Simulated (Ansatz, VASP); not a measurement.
**Two plane-wave programs on SrTiO3**

```
Sr Ti O
1.0
    -3.89800   -3.89800    0.00000
    -3.89800    3.89800    0.00000
     0.00000    0.00000   -3.89800
Sr Ti O
2 2 6
Direct
  0.00000 0.00000 0.00000
  0.50000 0.50000 0.00000
  0.00000 0.50000 0.50000
  0.50000 0.00000 0.50000
  0.75000 0.25000 0.50000
  0.25000 0.75000 0.50000
  0.75000 0.75000 0.50000
  0.25000 0.25000 0.50000
  0.00000 0.50000 0.00000
  0.50000 0.00000 0.00000
```

Alike in both runs: task single point; functional PBE; k mesh 5 × 5 × 7; occupations fermi-dirac, width 0.0541 eV; no spin polarisation.

|  | VASP | Ansatz |
| --- | --- | --- |
| version | VASP 6.6.1 | Ansatz 0.2.0 |
| potentials or method | VASP PAW PBE potentials, release 64 (Sr_sv, Ti_sv, O), cutoff 520 eV | PAW plane waves |
| valence electrons in the cell | 80 | 80 |

|  | VASP | Ansatz | Ansatz less VASP |
| --- | --- | --- | --- |
| pressure (GPa) | 6.0 | 5.4 | -0.66 |

With one functional, cell and mesh, what is left measures potentials, basis and numerics.
